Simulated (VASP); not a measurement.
**ZnAu: single point with PBE**

ZnAu:

```
Zn Au
1.0
     3.14700    0.00000    0.00000
     0.00000    3.14700    0.00000
     0.00000    0.00000    3.14700
Zn Au
1 1
Direct
  0.50000 0.50000 0.50000
  0.00000 0.00000 0.00000
```

```json
{
  "Program": "VASP 6.6.1",
  "Task": "single point",
  "Functional": "PBE",
  "Potentials or basis": "VASP PAW PBE potentials, release 64 (Zn, Au)",
  "Cutoff": "500 eV",
  "k mesh": "13 × 13 × 13",
  "Occupations": "fermi-dirac, width 0.05 eV",
  "Spin": "non-collinear spin, zero start, spin-orbit coupling",
  "Starting moments": "[[0.0, 0.0, 0.0], [0.0, 0.0, 0.0]] μB",
  "Dipole correction": "no",
  "Further INCAR settings": "ALGO = Normal; EDIFF = 1e-06; NBANDS = 35"
}
```

* Pressure: 4.4 GPa
* Net moment: 0.00 μB per cell
* Valence electrons inside the program's atomic spheres: Zn 10.74; Au 9.72

Moments on the atoms (μB; x, y, z):
```
Zn  0.00 0.00 0.00
Au  0.00 0.00 0.00
```

Wall time 90 s on 1 thread of Intel(R) Xeon(R) Platinum 8259CL CPU @ 2.50GHz (Skylake/Cascade Lake), on a shared host, peak memory 0.28 GiB.
